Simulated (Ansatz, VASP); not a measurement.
Two plane-wave programs on AgCl

Contents of INCAR:

```
SYSTEM = AgCl
PREC = Accurate
ENCUT = 500
EDIFF = 1E-6
ISMEAR = 1
SIGMA = 0.1
LREAL = .False.
LASPH = .True.
NELM = 120
ALGO = Normal
ISIF = 2
LWAVE = .False.
LCHARG = .False.
GGA = PE
IVDW = 12
NBANDS = 16
GGA_COMPAT = .False.
```

The input KPOINTS:

```
Automatic mesh
0
Gamma
  8 8 8
  0 0 0
```

The input POSCAR:

```
AgCl
1.0
    3.4339730000      0.0000000000      0.0000000000
    0.0000000000      3.4339730000      0.0000000000
    0.0000000000      0.0000000000      3.4339730000
Ag Cl
1 1
Direct
    0.0000000000      0.0000000000      0.0000000000
    0.5000000000      0.5000000000      0.5000000000
```

Input for Ansatz:

```yaml
crystal:
  lattice:
    - [3.433973, 0.0, 0.0]
    - [0.0, 3.433973, 0.0]
    - [0.0, 0.0, 3.433973]
  atoms:
    - { symbol: Ag, position: [0.0, 0.0, 0.0] }
    - { symbol: Cl, position: [0.5, 0.5, 0.5] }
basis:
  ecutwfc: 420
kpoints:
  mp_grid: { grid: [8, 8, 8] }
hamiltonian:
  xc: pbe
  dispersion: d3bj
scf:
  occupations: { method: methfessel_paxton }
  max_iter: 80
  convergence: { dr2_threshold: "1e-4 eV" }
output:
  forces: true
  stress: true
  eigenvalues: true
```

Alike in both runs: task single point; functional PBE; dispersion D3(BJ); k mesh 8 × 8 × 8; no spin polarisation.

|  | VASP | Ansatz |
| --- | --- | --- |
| version | VASP 6.6.1 | Ansatz 0.2.0 |
| potentials or method | VASP PAW PBE potentials, release 64 (Ag, Cl), cutoff 500 eV | scalar-relativistic, plane waves, PAW |
| occupations | methfessel-paxton of order 1, width 0.1 eV | methfessel-paxton of order 1 |
| valence electrons in the cell | 18 | 26 |

VASP gave:

| Quantity | Value |
| --- | --- |
| gap on the k mesh at the Fermi level (eV) | 0.57 |
| least direct gap on the mesh (eV) | 2.08 |
| pressure (GPa) | -2.9 |

Question: What did Ansatz give for the same quantities?

Answer: gap on the k mesh at the Fermi level (eV): 0.57; least direct gap on the mesh (eV): 2.07; pressure (GPa): -2.8.

VASP's potentials hold 18 valence electrons a cell and Ansatz's 26, so a difference there can come from the potentials and not from the codes. Ansatz's warnings: force scf threshold loose, stress scf threshold loose.
